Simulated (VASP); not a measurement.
# Rb (Fd-3m) in VASP: further runs

The runs below take Rb through single point, with PBEsol.

Everything below comes from runs of VASP 6.6.1. Logs are shortened: lines on timing, memory, paths and dates and some standing lists are left out, and cuts for length are marked.

## Step 1: The cell of the first run

Symmetry: Fd-3m, No. 227, cubic system. Conventional cell: a = 10.412 Å, b = 10.412 Å, c = 10.412 Å, α = 90.00°, β = 90.00°, γ = 90.00°.

This isn't the form of Rb at room conditions, which is bcc.

## Step 2: Single point, PBEsol (141.08 Å³/atom)

INCAR

```
PREC = Accurate
ENCUT = 520
EDIFF = 1E-6
ISMEAR = -1
SIGMA = 0.1
LREAL = F
LASPH = T
NELM = 100
ALGO = Normal
ISIF = 2
LWAVE = F
LCHARG = F
GGA = PS
NBANDS = 16
```

KPOINTS

```
regular mesh
0
Gamma
  6 6 6
```

POSCAR

```
Rb
1.0
    0.0000000000      5.2057640804      5.2057640804
    5.2057640804      0.0000000000      5.2057640804
    5.2057640804      5.2057640804      0.0000000000
Rb
2
Direct
    0.1250000000      0.1250000000      0.1250000000
    0.8750000000      0.8750000000      0.8750000000
```

Potentials or basis: VASP PAW PBE potentials, release 64 (Rb_sv).

Command:

```
$ cat potpaw_PBE.64/Rb_sv/POTCAR > POTCAR
$ mpirun -np 1 vasp_std > vasp.out
```

OUTCAR:

```text
PREC = Accurate
   ENCUT = 520
   EDIFF = 1E-6
   ISMEAR = -1
   LREAL = F
   LASPH = T
   NELM = 100
   ISIF = 2
   GGA = PS

 ion  position               nearest neighbor table
   1  0.125  0.125  0.125-   2 4.51   2 4.51   2 4.51   2 4.51
   2  0.875  0.875  0.875-   1 4.51   1 4.51   1 4.51   1 4.51

  LATTYP: Found a face centered cubic cell.
 ALAT       =    10.4115281608

  Lattice vectors:

 A1 = (   0.0000000000,   5.2057640804,   5.2057640804)
 A2 = (   5.2057640804,   0.0000000000,   5.2057640804)
 A3 = (   5.2057640804,   5.2057640804,   0.0000000000)

Analysis of symmetry for initial positions (statically):
=====================================================================
 Subroutine PRICEL returns:
 Original cell was already a primitive cell.

 Routine SETGRP: Setting up the symmetry group for a
 face centered cubic supercell.

 Subroutine GETGRP returns: Found 48 space group operations
 (whereof 12 operations were pure point group operations)
 out of a pool of 48 trial point group operations.

The static configuration has the point symmetry D_3d.
 The point group associated with its full space group is O_h .

Analysis of symmetry for dynamics (positions and initial velocities):
=====================================================================
 Subroutine PRICEL returns:
 Original cell was already a primitive cell.

 Routine SETGRP: Setting up the symmetry group for a
 face centered cubic supercell.

 Subroutine GETGRP returns: Found 48 space group operations
 (whereof 12 operations were pure point group operations)
 out of a pool of 48 trial point group operations.

The dynamic configuration has the point symmetry D_3d.
 The point group associated with its full space group is O_h .

 Subroutine INISYM returns: Found 48 space group operations
 (whereof 12 operations are pure point group operations),
 and found     1 'primitive' translations

----------------------------------------------------------------------------------------

                                     Primitive cell

  volume of cell :     282.1522

  direct lattice vectors                    reciprocal lattice vectors
     0.000000000  5.205764080  5.205764080    -0.096047380  0.096047380  0.096047380
     5.205764080  0.000000000  5.205764080     0.096047380 -0.096047380  0.096047380
     5.205764080  5.205764080  0.000000000     0.096047380  0.096047380 -0.096047380

  length of vectors
     7.362062165  7.362062165  7.362062165     0.166358942  0.166358942  0.166358942

  position of ions in fractional coordinates (direct lattice)
     0.125000000  0.125000000  0.125000000
     0.875000000  0.875000000  0.875000000

  ion indices of the primitive-cell ions
   primitive index   ion index
                 1           1
                 2           2

----------------------------------------------------------------------------------------

 KPOINTS: regular mesh

Automatic generation of k-mesh.
 Grid dimensions read from file:
 generate k-points for:    6    6    6

 Generating k-lattice:

  Cartesian coordinates                     Fractional coordinates (reciprocal lattice)
    -0.016007897  0.016007897  0.016007897     0.166666667  0.000000000  0.000000000
     0.016007897 -0.016007897  0.016007897     0.000000000  0.166666667  0.000000000
     0.016007897  0.016007897 -0.016007897     0.000000000  0.000000000  0.166666667

  Length of vectors
     0.027726490  0.027726490  0.027726490

  Shift w.r.t. Gamma in fractional coordinates (k-lattice)
     0.000000000  0.000000000  0.000000000

 Subroutine IBZKPT returns following result:
 ===========================================

 Found     16 irreducible k-points:

 Following reciprocal coordinates:
            Coordinates               Weight
  0.000000  0.000000  0.000000      1.000000
  0.166667  0.000000  0.000000      8.000000
  0.333333  0.000000  0.000000      8.000000
  0.500000  0.000000  0.000000      4.000000
  0.166667  0.166667  0.000000      6.000000
  0.333333  0.166667  0.000000     24.000000
[... 8 lines left out ...]
 -0.333333  0.333333  0.166667     24.000000
 -0.333333  0.500000  0.166667     12.000000
   k-points           NKPTS =     16   k-points in BZ     NKDIM =     16   number of bands    NBANDS=     16
   number of dos      NEDOS =    301   number of ions     NIONS =      2
   total plane-waves  NPLWV = 175616
   dimension x,y,z NGX =    56 NGY =   56 NGZ =   56
   dimension x,y,z NGXF=   112 NGYF=  112 NGZF=  112
   ions per type =               2
   NGX,Y,Z   is equivalent  to a cutoff of  12.65, 12.65, 12.65 a.u.
   NGXF,Y,Z  is equivalent  to a cutoff of  25.29, 25.29, 25.29 a.u.
 SYSTEM =  unknown system
   PREC   = accura    normal or accurate (medium, high low for compatibility)
   ISTART =      0    job   : 0-new  1-cont  2-samecut
   ICHARG =      2    charge: 1-file 2-atom 10-const
   ISPIN  =      1    spin polarized calculation?
   LNONCOLLINEAR =      F non collinear calculations
   LSORBIT =      F    spin-orbit coupling
   LASPH  =      T    aspherical Exc in radial PAW
   ENCUT  =  520.0 eV  38.22 Ry    6.18 a.u.  13.69 13.69 13.69*2*pi/ulx,y,z
   NELM   =    100;   NELMIN=  2; NELMDL= -5     # of ELM steps
   EDIFF  = 0.1E-05   stopping-criterion for ELM
   LREAL  =      F    real-space projection
[... 7 lines left out ...]
   TEBEG  =    0.0;   TEEND  =   0.0 temperature during run
   PSTRESS=    0.0 pullay stress
   NELECT =      18.0000    total number of electrons
   NUPDOWN=      -1.0000    fix difference up-down
   EMIN   =  10.00;   EMAX   =-10.00  energy-range for DOS
   EFERMI =   0.00;   METHOD = LEGACY
   ISMEAR =    -1;   SIGMA  =   0.10  broadening in eV -4-tet -1-fermi 0-gaus
   EFERMI_NEDOS =   21; number of points for ismear=-14 and -15
   IALGO  =     38    algorithm
   IMIX   =      4    mixing-type and parameters
     AMIX     =   0.40;   BMIX     =  1.00
     AMIX_MAG =   1.60;   BMIX_MAG =  1.00
  volume/ion in A,a.u.               =     141.08       952.03
  Fermi-wavevector in a.u.,A,eV,Ry     =   0.654141  1.236147  5.821934  0.427900
  Thomas-Fermi vector in A             =   1.724604
   LORBIT       =      0    0 simple, 1 ext, 2 COOP (PROOUT), +10 PAW based schemes
   GGA     = PS    functional components
   LHFCALC =     F    Hartree Fock is set to
   AEXX    =    0.0000 exact exchange contribution
   IVDW    =     0    specifies the selected vdW correction
   LEPSILON=     F    determine dielectric tensor
   LRPA    =     F    only Hartree local field effects (RPA)
 non-spin polarized calculation
  energy-cutoff  :      520.00
  volume of cell :      282.15
 maximum number of plane-waves:      7648
   NGX = 27   NGY = 27   NGZ = 27

 number of electron      18.0000001 magnetization

 Free energy of the ion-electron system (eV)
  ---------------------------------------------------
  ext. energy  EPLUGINS =         0.00000000
  ---------------------------------------------------
  free energy    TOTEN  =        -1.50728140 eV

  energy without entropy =       -1.45202019  energy(sigma->0) =       -1.47965080

 E-fermi :  -0.7751     XC(G=0):  -4.4641

 val. band max:       -0.7794773858   @ k =   0.5000   0.0000   0.0000
 cond. band min:      -0.7640022046   @ k =   0.5000   0.5000   0.0000
 fundamental gap:      0.0154751812
 Fermi energy:        -0.7750504961

 k-point     1 :       0.0000    0.0000    0.0000
  band No.  band energies     occupation
      1     -30.0655      2.00000
      2     -30.0535      2.00000
      3     -14.1835      2.00000
      4     -14.1835      2.00000
      5     -14.1835      2.00000
      6     -14.1080      2.00000
[... 8 lines left out ...]
     15       1.5501      0.00000
     16       1.5501      0.00000

 k-point     2 :       0.1667    0.0000    0.0000
  band No.  band energies     occupation
      1     -30.0649      2.00000
      2     -30.0541      2.00000
      3     -14.1855      2.00000
      4     -14.1855      2.00000
      5     -14.1828      2.00000
      6     -14.1091      2.00000
[... 8 lines left out ...]
     15       1.4689      0.00000
     16       1.6756      0.00000

 k-point     3 :       0.3333    0.0000    0.0000
  band No.  band energies     occupation
      1     -30.0635      2.00000
      2     -30.0556      2.00000
      3     -14.1894      2.00000
      4     -14.1894      2.00000
      5     -14.1815      2.00000
      6     -14.1113      2.00000
[... 8 lines left out ...]
     15       1.4502      0.00000
     16       1.9251      0.00000

 k-point     4 :       0.5000    0.0000    0.0000
  band No.  band energies     occupation
      1     -30.0625      2.00000
      2     -30.0565      2.00000
      3     -14.1911      2.00000
      4     -14.1911      2.00000
      5     -14.1808      2.00000
      6     -14.1124      2.00000
[... 8 lines left out ...]
     15       1.4379      0.00000
     16       2.0866      0.00000

 k-point     5 :       0.1667    0.1667    0.0000
  band No.  band energies     occupation
      1     -30.0647      2.00000
      2     -30.0543      2.00000
      3     -14.1879      2.00000
      4     -14.1879      2.00000
      5     -14.1787      2.00000
      6     -14.1133      2.00000
[... 8 lines left out ...]
     15       1.6037      0.00000
     16       1.8061      0.00000

 k-point     6 :       0.3333    0.1667    0.0000
  band No.  band energies     occupation
      1     -30.0635      2.00000
      2     -30.0556      2.00000
      3     -14.1922      2.00000
      4     -14.1916      2.00000
      5     -14.1741      2.00000
      6     -14.1184      2.00000
[... 8 lines left out ...]
     15       1.6574      0.00000
     16       1.9125      0.00000
[... 115 lines left out ...]
 k-point    13 :       0.5000    0.5000    0.0000
  band No.  band energies     occupation
      1     -30.0595      2.00000
      2     -30.0595      2.00000
      3     -14.1989      2.00000
      4     -14.1989      2.00000
      5     -14.1467      2.00000
      6     -14.1467      2.00000
[... 8 lines left out ...]
     15       2.1539      0.00000
     16       2.1539      0.00000

 k-point    14 :       0.5000    0.3333    0.1667
  band No.  band energies     occupation
      1     -30.0621      2.00000
      2     -30.0569      2.00000
      3     -14.1975      2.00000
      4     -14.1941      2.00000
      5     -14.1659      2.00000
      6     -14.1269      2.00000
[... 8 lines left out ...]
     15       1.6316      0.00000
     16       1.9988      0.00000

 k-point    15 :      -0.3333    0.3333    0.1667
  band No.  band energies     occupation
      1     -30.0610      2.00000
      2     -30.0580      2.00000
      3     -14.1994      2.00000
      4     -14.1959      2.00000
      5     -14.1602      2.00000
      6     -14.1327      2.00000
[... 8 lines left out ...]
     15       1.7333      0.00000
     16       1.9623      0.00000

 k-point    16 :      -0.3333    0.5000    0.1667
  band No.  band energies     occupation
      1     -30.0595      2.00000
      2     -30.0595      2.00000
      3     -14.1990      2.00000
      4     -14.1990      2.00000
      5     -14.1466      2.00000
      6     -14.1466      2.00000
[... 8 lines left out ...]
     15       1.9103      0.00000
     16       1.9103      0.00000

------------------------ aborting loop because EDIFF is reached ----------------------------------------

  FORCE on cell =-STRESS in cart. coord.  units (eV):
  Direction    XX          YY          ZZ          XY          YZ          ZX
  --------------------------------------------------------------------------------------
  -------------------------------------------------------------------------------------
  Total       -0.1269741     -0.1269741     -0.1269741     -0.0000000      0.0000000      0.0000000
  in kB       -0.7210115     -0.7210115     -0.7210115     -0.0000000      0.0000000      0.0000000
  external PRESSURE =      -0.7210115 kB  Pullay stress =       0.0000000 kB

 VOLUME and BASIS-vectors are now :
 -----------------------------------------------------------------------------
  energy-cutoff  :      520.00
  volume of cell :      282.15
      direct lattice vectors                 reciprocal lattice vectors
     0.000000000  5.205764080  5.205764080    -0.096047380  0.096047380  0.096047380
     5.205764080  0.000000000  5.205764080     0.096047380 -0.096047380  0.096047380
     5.205764080  5.205764080  0.000000000     0.096047380  0.096047380 -0.096047380

 POSITION                                       TOTAL-FORCE (eV/Angst)
 -----------------------------------------------------------------------------------
      1.30144      1.30144      1.30144        -0.000000     -0.000000     -0.000000
      9.11009      9.11009      9.11009         0.000000      0.000000      0.000000
 -----------------------------------------------------------------------------------
    total drift:                                0.000000      0.000000     -0.000000

  FREE ENERGIE OF THE ION-ELECTRON SYSTEM (eV)
  ---------------------------------------------------
  free  energy   TOTEN  =        -1.5072814005 eV

  energy  without entropy=       -1.4520201940  energy(sigma->0) =       -1.47965080
```

Wall time 69 s (1 thread of Intel Xeon Platinum 8259CL at 2.50GHz (Skylake/Cascade Lake), shared host); peak memory 0.43 GiB.

Results:

```yaml
Free_energy: -1.5073 eV
Pressure: -0.1 GPa
Band_gap_on_the_k_mesh: zero (bands 9 and 10 overlap by 0.11 eV)
```

Caveat: the PAW data sets were made with another functional, which shifts forces and pressure a little.

## Step 3: Single point, PBEsol (146.30 Å³/atom)

This run uses another cell than the first one, of 146.30 Å³/atom.

INCAR

```
PREC     = Accurate       # precision mode
ENCUT    = 520            # plane-wave cutoff, eV
EDIFF    = 1E-6           # SCF threshold, eV
ISMEAR   = -1             # smearing method
SIGMA    = 0.1            # smearing width, eV
LREAL    = False          # projectors in reciprocal space
LASPH    = True           # aspherical terms in the spheres
NELM     = 60             # most SCF steps
ALGO     = Normal         # electronic algorithm
ISIF     = 2              # what is computed and relaxed
LWAVE    = False          # write WAVECAR
LCHARG   = False          # write CHGCAR
GGA      = PS             # functional
NBANDS   = 16             # bands
```

KPOINTS

```
Automatic mesh
0
Gamma
  6 6 6
```

POSCAR

```
Rb
1.0
    0.0000000000      5.2692552655      5.2692552655
    5.2692552655      0.0000000000      5.2692552655
    5.2692552655      5.2692552655      0.0000000000
Rb
2
Direct
    0.1250000000      0.1250000000      0.1250000000
    0.8750000000      0.8750000000      0.8750000000
```

Potentials or basis: VASP PAW PBE potentials, release 64 (Rb_sv).

Command:

```
$ cat potpaw_PBE.64/Rb_sv/POTCAR > POTCAR
$ mpirun -np 1 vasp_std > vasp.out
```

It took 66 s on 1 thread of Intel Xeon Platinum 8259CL at 2.50GHz (Skylake/Cascade Lake), shared host; peak memory 0.43 GiB.

The run converged. Its results:

```yaml
Free_energy: -1.5017 eV
Pressure: -0.1 GPa
Band_gap_on_the_k_mesh: zero (bands 9 and 10 overlap by 0.09 eV)
```

Levels at points of the mesh, in eV from the Fermi level:
```csv
k point,band 7,band 8,band 9,band 10,band 11,band 12
"(0.00, 0.00, 0.00)",-13.34,-13.34,-1.45,2.00,2.00,2.00
"(0.50, 0.00, 0.00)",-13.33,-13.33,-0.59,0.01,1.79,1.79
"(0.50, 0.50, 0.00)",-13.32,-13.32,0.01,0.01,1.13,1.13
```

Caveat: the PAW data sets were made with another functional, which shifts forces and pressure a little.

## Step 4: Single point, PBEsol

This run uses another cell than the first one, of 130.63 Å³/atom.

INCAR

```
  ALGO = Normal
  EDIFF = 1E-7
  ENCUT = 520
  GGA = PS
  ISIF = 2
  ISMEAR = -1
  LASPH = True
  LCHARG = True
  LELF = True
  LREAL = False
  LVHAR = True
  LWAVE = False
  NBANDS = 16
  NELM = 60
  PREC = Accurate
  SIGMA = 0.1
```

KPOINTS

```
k-points
0
Gamma
  9 9 9
```

POSCAR

```
Rb
1.0
    0.0000000000      5.0739155040      5.0739155040
    5.0739155040      0.0000000000      5.0739155040
    5.0739155040      5.0739155040      0.0000000000
Rb
2
Direct
    0.1250000000      0.1250000000      0.1250000000
    0.8750000000      0.8750000000      0.8750000000
```

Command:

```
$ cat potpaw_PBE.64/Rb_sv/POTCAR > POTCAR
$ mpirun -np 1 vasp_std > vasp.out
```

Wall time 2.8 min (1 thread of Intel Xeon Platinum 8259CL at 2.50GHz (Skylake/Cascade Lake), shared host); peak memory 0.45 GiB.

Results (log left out):

```yaml
Free_energy: -1.5129 eV
Pressure: 0.0 GPa
Band_gap_on_the_k_mesh: zero (bands 9 and 10 overlap by 0.04 eV)
```

Levels at points of the mesh, in eV from the Fermi level:
| k point | band 6 | band 7 | band 8 | band 9 | band 10 | band 11 | band 12 | band 13 |
| --- | --- | --- | --- | --- | --- | --- | --- | --- |
| (0.00, 0.00, 0.00) | -13.32 | -13.32 | -13.32 | -1.58 | 2.07 | 2.07 | 2.07 | 2.25 |

Caveat: the PAW data sets were made with another functional, which shifts forces and pressure a little.

## Step 5: Summary

| cell | k mesh | gap on the mesh (eV) | pressure (GPa) |
| --- | --- | --- | --- |
| a = 7.362 Å, angles 60.0°, 2 atoms | 6 × 6 × 6 | none | -0.1 |
| a = 7.452 Å, angles 60.0°, 2 atoms | 6 × 6 × 6 | none | -0.1 |
| a = 7.176 Å, angles 60.0°, 2 atoms | 9 × 9 × 9 | none | 0.0 |

Alike in all rows: task single point; level PBEsol; potentials or basis VASP PAW PBE potentials, release 64 (Rb_sv); no spin polarisation; cutoff (eV) 520; smearing fermi-dirac 0.1 eV.

Caveats: the PAW data sets were made with another functional, which shifts forces and pressure a little.

Total energies depend on the potentials used, so only differences within one code and one set of settings carry meaning.
